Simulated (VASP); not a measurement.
Here is a VASP 6.6.1 calculation.

Contents of INCAR:

```
SYSTEM = BeZnTeO
PREC = Accurate ; ENCUT = 600
EDIFF = 1E-6 ; ISMEAR = 0
SIGMA = 0.1 ; LREAL = .False.
LASPH = .True. ; NELM = 80
ALGO = Normal ; ISIF = 3
LWAVE = .False. ; LCHARG = .False.
GGA = PE ; IBRION = 2
NSW = 90 ; EDIFFG = -0.04
```

Contents of KPOINTS:

```
regular mesh
0
Gamma
  6 6 4
  0 0 0
```

Contents of POSCAR:

```
BeZnTeO
1.0
    4.7067154200      0.0000000000      0.0000000000
   -2.3533577100      4.0761351200      0.0000000000
    0.0000000000      0.0000000000      4.2047799500
Be Zn Te O
1 1 1 1
Direct
    0.6666666700      0.3333333300      0.5000000000
    0.0000000000      0.0000000000      0.5000000000
    0.6666666700      0.3333333300      0.0000000000
    0.3333333300      0.6666666700      0.5000000000
```

Potentials or basis: VASP PAW PBE potentials, release 64 (Be, Zn, Te, O).

Run with:

```console
$ cat potpaw_PBE.64/Be/POTCAR potpaw_PBE.64/Zn/POTCAR potpaw_PBE.64/Te/POTCAR potpaw_PBE.64/O/POTCAR > POTCAR
$ mpirun -np 1 vasp_std > vasp.out
```

(1) Predict the space group after relaxing (to 0.05 Å).

(2) What does it give for the relaxed volume?

## Answers

(1) P-6m2 (No. 187).

(2) 16.49 Å³/atom.

Caveat: the k points lie up to 0.32 Å⁻¹ apart in the final cell; the volume moved by over 15 % at a fixed basis, so the end points are rough.
